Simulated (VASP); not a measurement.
Set up this calculation in VASP 6.6.1, as the native input.

- Task: single point
- Functional: PBEsol
- Potentials or basis: VASP PAW PBE potentials, release 64 (Rb_sv, Sr_sv)
- Cutoff: 520 eV
- k mesh: 4 × 4 × 4
- Occupations: methfessel-paxton, width 0.1 eV
- Spin: no spin polarisation
- Dipole correction: no
- Further INCAR settings: ALGO = Normal; EDIFF = 1e-06; NBANDS = 26

The structure of Rb3Sr lies in POSCAR:

```
Rb3Sr
1.0
    6.8286380000      0.0000000000      0.0000000000
    0.0000000000      6.8286380000      0.0000000000
    0.0000000000      0.0000000000      6.8286380000
Rb Sr
3 1
Direct
    0.5000000000      0.0000000000      0.0000000000
    0.0000000000      0.5000000000      0.0000000000
    0.0000000000      0.0000000000      0.5000000000
    0.5000000000      0.5000000000      0.5000000000
```

The input as run:

INCAR

```
SYSTEM = Rb3Sr
PREC = Accurate
ENCUT = 520
EDIFF = 1E-6
ISMEAR = 1
SIGMA = 0.1
LREAL = .False.
LASPH = .True.
NELM = 100
ALGO = Normal
ISIF = 2
LWAVE = .False.
LCHARG = .True.
GGA = PS
LELF = .True.
LVHAR = .True.
NBANDS = 26
```

KPOINTS

```
Automatic mesh
0
Gamma
  4 4 4
  0 0 0
```

Potentials or basis: VASP PAW PBE potentials, release 64 (Rb_sv, Sr_sv).

Launch:

```bash
$ cat potpaw_PBE.64/Rb_sv/POTCAR potpaw_PBE.64/Sr_sv/POTCAR > POTCAR
$ mpirun -np 1 vasp_std > vasp.out
```

It gave:

| Item | Value |
| --- | --- |
| Pressure | -0.2 GPa |

Caveat: the PAW data sets were made with another functional, which shifts forces and pressure a little.

It took 72 s on 1 thread of Intel(R) Xeon(R) 6975P-C (Granite Rapids), on a shared host, peak memory 0.44 GiB.
